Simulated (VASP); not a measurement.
# HRh6 in VASP: notebook, part 2 of 2

VASP 6.6.1. The steps go on from the part before.

### 4 Single point, PBE

Input file INCAR:

```
  PREC = Accurate
  ENCUT = 520
  EDIFF = 1E-6
  ISMEAR = 0
  SIGMA = 0.1
  LREAL = F
  LASPH = T
  NELM = 100
  ALGO = Normal
  ISIF = 2
  LWAVE = F
  LCHARG = F
  LDIPOL = T
  IDIPOL = 3
  DIPOL = 0.5 0.5 0.305
  GGA = PE
  NBANDS = 104
```

Input file KPOINTS:

```
regular mesh
0
Gamma
  5 5 1
```

Input file POSCAR:

```
HRh6
1.0
    5.4163401145      0.0000000000      0.0000000000
    0.0000000000      5.4163401145      0.0000000000
    0.0000000000      0.0000000000     21.6737367085
Rh H
12 2
Direct
    0.2500000000      0.2500000000      0.1845551625
    0.2500000000      0.7500000000      0.1845551625
    0.7500000000      0.2500000000      0.1845551625
    0.7500000000      0.7500000000      0.1845551625
    0.0000000000      0.0000000000      0.2693761947
    0.0000000000      0.5000000000      0.2693761947
    0.5000000000      0.0000000000      0.2693761947
    0.5000000000      0.5000000000      0.2693761947
    0.2500000000      0.2500000000      0.3540569313
    0.2500000000      0.7500000000      0.3540569313
    0.7500000000      0.2500000000      0.3540569313
    0.7500000000      0.7500000000      0.3540569313
    0.4307650568      0.5000000000      0.5201565775
    0.5692349432      0.5000000000      0.5201565775
```

Potentials or basis: VASP PAW PBE potentials, release 64 (Rh_pv, H).

Launch:

```console
$ cat potpaw_PBE.64/Rh_pv/POTCAR potpaw_PBE.64/H/POTCAR > POTCAR
$ mpirun -np 1 vasp_std > vasp.out
```

OUTCAR:

```text
PREC = Accurate
   ENCUT = 520
   EDIFF = 1E-6
   ISMEAR = 0
   LREAL = F
   LASPH = T
   NELM = 100
   ISIF = 2
   GGA = PE

 ion  position               nearest neighbor table
   1  0.250  0.250  0.185-   5 2.65   6 2.65   7 2.65   8 2.65   2 2.71   3 2.71   2 2.71   3 2.71

   2  0.250  0.750  0.185-   5 2.65   6 2.65   7 2.65   8 2.65   1 2.71   4 2.71   1 2.71   4 2.71

   3  0.750  0.250  0.185-   5 2.65   6 2.65   7 2.65   8 2.65   1 2.71   4 2.71   4 2.71   1 2.71
[... 15 lines left out ...]
  11  0.750  0.250  0.354-   5 2.65   6 2.65   7 2.65   8 2.65   9 2.71  12 2.71  12 2.71   9 2.71

[... 1180 lines left out ...]
     5.416340114  0.000000000  0.000000000     0.184626515  0.000000000  0.000000000
     0.000000000  5.416340114  0.000000000     0.000000000  0.184626515  0.000000000
     0.000000000  0.000000000 21.673736709     0.000000000  0.000000000  0.046138791

 POSITION                                       TOTAL-FORCE (eV/Angst)
 -----------------------------------------------------------------------------------
      1.35409      1.35409      4.00000        -0.000983     -0.000325      0.034493
      1.35409      4.06226      4.00000        -0.000983      0.000325      0.034493
      4.06226      1.35409      4.00000         0.000983     -0.000325      0.034493
      4.06226      4.06226      4.00000         0.000983      0.000325      0.034493
      0.00000      0.00000      5.83839         0.000000     -0.000000     -0.022984
      0.00000      2.70817      5.83839         0.000000     -0.000000     -0.025720
      2.70817      0.00000      5.83839         0.000000     -0.000000     -0.026410
      2.70817      2.70817      5.83839         0.000000     -0.000000     -0.022827
      1.35409      1.35409      7.67374        -0.003607     -0.001617     -0.013205
      1.35409      4.06226      7.67374        -0.003607      0.001617     -0.013205
      4.06226      1.35409      7.67374         0.003607     -0.001617     -0.013205
      4.06226      4.06226      7.67374         0.003607      0.001617     -0.013205
      2.33317      2.70817     11.27374        -0.011895     -0.000000      0.006394
      3.08317      2.70817     11.27374         0.011895     -0.000000      0.006394
 -----------------------------------------------------------------------------------
    total drift:                               -0.000000      0.000000      0.001763

  FREE ENERGIE OF THE ION-ELECTRON SYSTEM (eV)
  ---------------------------------------------------
  free  energy   TOTEN  =       -85.4290886842 eV

  energy  without entropy=      -85.3283487276  energy(sigma->0) =      -85.37871871

 vacuum level on the upper side and lower side of the slab         4.395         4.432
```

OSZICAR:

```text
N       E                     dE             d eps       ncg     rms          rms(c)
DAV:   1     0.168159453872E+04    0.16816E+04   -0.11320E+05  2496   0.159E+03
DAV:   2    -0.268092359380E+02   -0.17084E+04   -0.16674E+04  2048   0.448E+02
DAV:   3    -0.889675343652E+02   -0.62158E+02   -0.56920E+02  2264   0.805E+01
[... 21 lines left out ...]
DAV:  25    -0.854290693248E+02   -0.10863E-04   -0.29929E-07  1168   0.155E-03    0.516E-04
DAV:  26    -0.854290784240E+02   -0.90992E-05   -0.29028E-07  1184   0.136E-03    0.109E-03
DAV:  27    -0.854290856969E+02   -0.72729E-05   -0.26085E-07  1184   0.898E-04    0.628E-04
DAV:  28    -0.854290873734E+02   -0.16765E-05   -0.33664E-08  1096   0.439E-04    0.645E-04
DAV:  29    -0.854290885145E+02   -0.11411E-05   -0.30238E-08  1032   0.569E-04    0.204E-04
DAV:  30    -0.854290886842E+02   -0.16973E-06   -0.60129E-09   992   0.252E-04
   1 F= -.85429089E+02 E0= -.85378719E+02  d E =-.100740E+00
```

stdout:

```text
POSCAR found type information on POSCAR RhH
 POSCAR found :  2 types and      14 ions
 scaLAPACK will be used
 LDA part: xc-table for (Slater+PW92), standard interpolation
 POSCAR, INCAR and KPOINTS ok, starting setup
 FFT: planning ... GRIDC
 FFT: planning ... GRID_SOFT
 FFT: planning ... GRID
 WAVECAR not read
 entering main loop
```

Wall time 32 min (1 thread of Intel Xeon Platinum 8259CL at 2.50GHz (Skylake/Cascade Lake), shared host); peak memory 0.78 GiB.

What came out:

| Item | Value |
| --- | --- |
| Free energy | -85.4291 eV |
| Largest force | 0.035 eV/Å |
| Band gap on the k mesh | zero (bands 91 and 92 overlap by 0.71 eV) |

Forces in eV/Å, atoms in the order of the input:
```
Rh  -0.001  0.000  0.034
Rh  -0.001  0.000  0.034
Rh   0.001  0.000  0.034
Rh   0.001  0.000  0.034
Rh   0.000  0.000 -0.023
Rh   0.000  0.000 -0.026
Rh   0.000  0.000 -0.026
Rh   0.000  0.000 -0.023
Rh  -0.004 -0.002 -0.013
Rh  -0.004  0.002 -0.013
Rh   0.004 -0.002 -0.013
Rh   0.004  0.002 -0.013
H   -0.012  0.000  0.006
H    0.012  0.000  0.006
```

Levels at points of the mesh, in eV from the Fermi level:
| k point | band 88 | band 89 | band 90 | band 91 | band 92 | band 93 |
| --- | --- | --- | --- | --- | --- | --- |
| (0.00, 0.00, 0.00) | 0.22 | 0.30 | 0.35 | 0.35 | 0.43 | 0.56 |

### 5 Single point, PBE

Input file INCAR:

```
PREC = Accurate
ENCUT = 520
EDIFF = 1E-6
ISMEAR = 0
SIGMA = 0.1
LREAL = False
LASPH = True
NELM = 60
ALGO = Normal
ISIF = 2
LWAVE = False
LCHARG = False
LDIPOL = True
IDIPOL = 3
DIPOL = 0.5 0.5 0.301
GGA = PE
NBANDS = 104
```

Input file KPOINTS:

```
Automatic mesh
0
Gamma
  5 5 1
```

POSCAR, as its differences from that of step 4:

```diff
@@ -20,3 +20,3 @@
     0.7500000000      0.7500000000      0.3540569313
-    0.4307650568      0.5000000000      0.5201565775
-    0.5692349432      0.5000000000      0.5201565775
+    0.4307650568      0.5000000000      0.4924733032
+    0.5692349432      0.5000000000      0.4924733032
```

Potentials or basis: VASP PAW PBE potentials, release 64 (Rh_pv, H).

Launch:

```console
$ cat potpaw_PBE.64/Rh_pv/POTCAR potpaw_PBE.64/H/POTCAR > POTCAR
$ mpirun -np 1 vasp_std > vasp.out
```

OUTCAR:

```text
PREC = Accurate
   ENCUT = 520
   EDIFF = 1E-6
   ISMEAR = 0
   LREAL = False
   LASPH = True
   NELM = 60
   ISIF = 2
   GGA = PE

 ion  position               nearest neighbor table
   1  0.250  0.250  0.185-   5 2.65   6 2.65   7 2.65   8 2.65   2 2.71   3 2.71   2 2.71   3 2.71

   2  0.250  0.750  0.185-   5 2.65   6 2.65   7 2.65   8 2.65   1 2.71   4 2.71   1 2.71   4 2.71

   3  0.750  0.250  0.185-   5 2.65   6 2.65   7 2.65   8 2.65   1 2.71   4 2.71   4 2.71   1 2.71
[... 15 lines left out ...]
  11  0.750  0.250  0.354-   5 2.65   6 2.65   7 2.65   8 2.65   9 2.71  12 2.71  12 2.71   9 2.71

  12  0.750  0.750  0.354-   5 2.65   6 2.65   7 2.65   8 2.65  10 2.71  11 2.71  11 2.71  10 2.71

[... 1179 lines left out ...]
     0.000000000  5.416340114  0.000000000     0.000000000  0.184626515  0.000000000
     0.000000000  0.000000000 21.673736709     0.000000000  0.000000000  0.046138791

 POSITION                                       TOTAL-FORCE (eV/Angst)
 -----------------------------------------------------------------------------------
      1.35409      1.35409      4.00000        -0.003725     -0.002064      0.038226
      1.35409      4.06226      4.00000        -0.003725      0.002064      0.038226
      4.06226      1.35409      4.00000         0.003725     -0.002064      0.038226
      4.06226      4.06226      4.00000         0.003725      0.002064      0.038226
      0.00000      0.00000      5.83839        -0.000000      0.000000     -0.026299
      0.00000      2.70817      5.83839        -0.000000      0.000000     -0.041968
      2.70817      0.00000      5.83839        -0.000000      0.000000     -0.042692
      2.70817      2.70817      5.83839        -0.000000      0.000000     -0.025415
      1.35409      1.35409      7.67374        -0.014005     -0.009619     -0.023061
      1.35409      4.06226      7.67374        -0.014005      0.009619     -0.023061
      4.06226      1.35409      7.67374         0.014005     -0.009619     -0.023061
      4.06226      4.06226      7.67374         0.014005      0.009619     -0.023061
      2.33317      2.70817     10.67374        -0.053514      0.000000      0.037855
      3.08317      2.70817     10.67374         0.053514     -0.000000      0.037855
 -----------------------------------------------------------------------------------
    total drift:                                0.000000      0.000000      0.001857

  FREE ENERGIE OF THE ION-ELECTRON SYSTEM (eV)
  ---------------------------------------------------
  free  energy   TOTEN  =       -85.4058772340 eV

  energy  without entropy=      -85.3047118645  energy(sigma->0) =      -85.35529455

 vacuum level on the upper side and lower side of the slab         4.338         4.462
```

stdout:

```text
POSCAR found type information on POSCAR RhH
 POSCAR found :  2 types and      14 ions
 scaLAPACK will be used
 LDA part: xc-table for (Slater+PW92), standard interpolation
 POSCAR, INCAR and KPOINTS ok, starting setup
 FFT: planning ... GRIDC
 FFT: planning ... GRID_SOFT
 FFT: planning ... GRID
 WAVECAR not read
 entering main loop
```

Wall time 24 min (1 thread of Intel Xeon Platinum 8259CL at 2.50GHz (Skylake/Cascade Lake), shared host); peak memory 0.78 GiB.

What came out:

| Item | Value |
| --- | --- |
| Free energy | -85.4059 eV |
| Largest force | 0.066 eV/Å |
| Band gap on the k mesh | zero (bands 91 and 92 overlap by 0.70 eV) |

Forces on the atoms (eV/Å):
```
Rh  -0.004 -0.002  0.038
Rh  -0.004  0.002  0.038
Rh   0.004 -0.002  0.038
Rh   0.004  0.002  0.038
Rh   0.000  0.000 -0.026
Rh   0.000  0.000 -0.042
Rh   0.000  0.000 -0.043
Rh   0.000  0.000 -0.025
Rh  -0.014 -0.010 -0.023
Rh  -0.014  0.010 -0.023
Rh   0.014 -0.010 -0.023
Rh   0.014  0.010 -0.023
H   -0.054  0.000  0.038
H    0.054  0.000  0.038
```

### 6 The runs side by side

| cell | gap on the mesh (eV) | largest force (eV/Å) |
| --- | --- | --- |
| as given, atomic positions A | none | 0.87 |
| as given, atomic positions B | none | 0.92 |
| as given, atomic positions C | none | 0.03 |
| as given, atomic positions D | none | 0.07 |

Alike in all rows: task single point; level PBE; potentials or basis VASP PAW PBE potentials, release 64 (Rh_pv, H); no spin polarisation; k mesh 5 × 5 × 1; cutoff (eV) 520; smearing gaussian 0.1 eV.

Absolute energies hang on the potentials; compare differences alone.
